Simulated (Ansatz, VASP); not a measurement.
One calculation of NbOs3Au, two programs

```
CELL_PARAMETERS angstrom
4.72760 0.00000 0.00000
0.00000 4.72760 0.00000
0.00000 0.00000 4.72760
ATOMIC_POSITIONS crystal
Nb 0.00000 0.00000 0.00000
Os 0.00000 0.50000 0.50000
Os 0.50000 0.00000 0.50000
Os 0.50000 0.50000 0.00000
Au 0.50000 0.50000 0.50000
```

Alike in both runs: functional PBE; k mesh 8 × 8 × 8; occupations gaussian, width 0.1 eV; no spin polarisation.

Ansatz relaxed the structure, and its values are those at the end. VASP's run is a single point on that final structure, the one shown.

|  | VASP | Ansatz |
| --- | --- | --- |
| version | VASP 6.6.1 | Ansatz 0.2.0 |
| potentials or method | VASP PAW PBE potentials, release 64 (Nb_sv, Os, Au), cutoff 520 eV | scalar-relativistic, plane waves, PAW |
| valence electrons in the cell | 48 | 80 |

```csv
,VASP,Ansatz,Ansatz less VASP
gap on the k mesh at the Fermi level (eV),none,none,-
pressure (GPa),-0.5,0.0,+0.46
```

A gap of «none» marks a metal or a gap that the smearing closes. VASP's potentials hold 48 valence electrons a cell and Ansatz's 80, so a difference there can come from the potentials and not from the codes.

Neither program's run includes spin-orbit coupling.
